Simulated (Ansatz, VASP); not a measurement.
Two plane-wave programs on AgCl

The input INCAR:

```
SYSTEM = AgCl
  PREC = Accurate
  ENCUT = 520
  EDIFF = 1E-6
  ISMEAR = 0
  SIGMA = 0.05
  LREAL = .False.
  LASPH = .True.
  NELM = 80
  ALGO = Normal
  ISIF = 2
  LWAVE = .False.
  LCHARG = .True.
  GGA = PE
  LELF = .True.
  LVHAR = .True.
  NBANDS = 16
```

KPOINTS

```
Automatic mesh
0
Gamma
  8 8 8
  0 0 0
```

The input POSCAR:

```
AgCl
1.0
   -0.0415972500      2.7731500000      2.7731500000
    2.7315527500      0.0000000000      2.7315527500
    2.7731500000      2.7731500000     -0.0415972500
Ag Cl
1 1
Direct
    0.5000000000      0.5000000000      0.5000000000
    0.0000000000      0.0000000000      0.0000000000
```

Input for Ansatz:

```yaml
crystal:
  lattice:
    - [-0.04159725, 2.77315, 2.77315]
    - [2.73155275, 0.0, 2.73155275]
    - [2.77315, 2.77315, -0.04159725]
  atoms:
    - { symbol: Ag, position: [0.5, 0.5, 0.5] }
    - { symbol: Cl, position: [0.0, 0.0, 0.0] }
basis:
  ecutwfc: 420
kpoints:
  mp_grid: { grid: [8, 8, 8] }
hamiltonian:
  xc: pbe
scf:
  occupations: { method: gaussian, width: 0.05 }
output:
  forces: true
  stress: true
  eigenvalues: true
```

Change from the starting cell: strain -0.0300 x Voigt [0, 0, 0, 0, 1, 0], atoms carried along.

Alike in both runs: task single point; functional PBE; k mesh 8 × 8 × 8; occupations gaussian, width 0.05 eV; no spin polarisation.

```csv
,VASP,Ansatz
version,VASP 6.6.1,Ansatz 0.2.0
potentials or method,"VASP PAW PBE potentials, release 64 (Ag, Cl), cutoff 520 eV","scalar-relativistic, plane waves, PAW"
valence electrons in the cell,18,26
```

|  | VASP | Ansatz | Ansatz less VASP |
| --- | --- | --- | --- |
| gap on the k mesh at the Fermi level (eV) | 0.88 | 0.88 | +0.003 |
| least direct gap on the mesh (eV) | 3.15 | 3.15 | +0.002 |
| pressure (GPa) | 1.5 | 1.6 | +0.14 |
| traceless stress, the component that is largest in VASP (GPa) | 0.16 | 0.16 | -0.002 |

VASP's potentials hold 18 valence electrons a cell and Ansatz's 26, so a difference there can come from the potentials and not from the codes.
